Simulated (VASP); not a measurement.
A run of VASP 6.6.1:

File INCAR:

```
SYSTEM = PbF2
ALGO     = Normal         ! electronic algorithm
EDIFF    = 1E-6           ! SCF threshold, eV
ENCUT    = 520            ! plane-wave cutoff, eV
GGA      = PS             ! functional
ISIF     = 2              ! what is computed and relaxed
ISMEAR   = -1             ! smearing method
LASPH    = .True.         ! aspherical terms in the spheres
LCHARG   = .True.         ! write CHGCAR
LELF     = .True.         ! ELF
LREAL    = .False.        ! projectors in reciprocal space
LVHAR    = .True.       
LWAVE    = .False.        ! write WAVECAR
NBANDS   = 21             ! bands
NELM     = 80             ! most SCF steps
PREC     = Accurate       ! precision mode
SIGMA    = 0.05           ! smearing width, eV
```

The input KPOINTS:

```
k-points
0
Gamma
  8 8 8
  0 0 0
```

Contents of POSCAR:

```
PbF2
1.0
    0.0000000000      2.9636600000      2.9636600000
    2.9636600000      0.0000000000      2.9636600000
    2.9636600000      2.9636600000      0.0000000000
Pb F
1 2
Direct
    0.0000000000      0.0000000000      0.0000000000
    0.7500000000      0.7500000000      0.7500000000
    0.2500000000      0.2500000000      0.2500000000
```

Potentials or basis: VASP PAW PBE potentials, release 64 (Pb_d, F).

Launch:

```sh
$ cat potpaw_PBE.64/Pb_d/POTCAR potpaw_PBE.64/F/POTCAR > POTCAR
$ mpirun -np 1 vasp_std > vasp.out
```

Hardware: 1 thread of Intel(R) Xeon(R) 6975P-C (Granite Rapids) (shared host).

**Question.** How long does it take, and how much memory?

**Answer.** Wall time 12 s on 1 thread of Intel(R) Xeon(R) 6975P-C (Granite Rapids) (shared host), peak memory 0.19 GiB. Counts: scf iterations 14, k points 29.
